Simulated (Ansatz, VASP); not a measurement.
## LiBr: VASP beside Ansatz

```xyz
2
Lattice="0.0000 2.0297 2.0297 2.0297 0.0000 2.0297 2.0297 2.0297 0.0000" Properties=species:S:1:pos:R:3 pbc="T T T"
Li    0.0000    0.0000    0.0000
Br    2.0297    2.0297    2.0297
```

Change from the starting cell: volume scaled by 0.4, PAW files.

Alike in both runs: task single point; functional PBE; k mesh 13 × 13 × 13; occupations fermi-dirac, width 0.05 eV; no spin polarisation.

|  | VASP | Ansatz |
| --- | --- | --- |
| version | VASP 6.6.1 | Ansatz 0.2.0 |
| potentials or method | VASP PAW PBE potentials, release 64 (Li_sv, Br) | PAW with Ansatz's default frozen-core files, scalar-relativistic |
| plane-wave cutoff (eV) | 750 | 420 |
| valence electrons in the cell | 10 | 10 |

VASP gave:

```
gap on the k mesh at the Fermi level (eV) : 2.98
pressure (GPa)                            : 171.5
```

Question: Which values does Ansatz return?

Answer: gap on the k mesh at the Fermi level (eV): 2.99; pressure (GPa): 170.0.

Both programs put the cell under a high pressure, so it lies far from rest at this level.

Noted on VASP's run: the cell as given lies far from equilibrium.
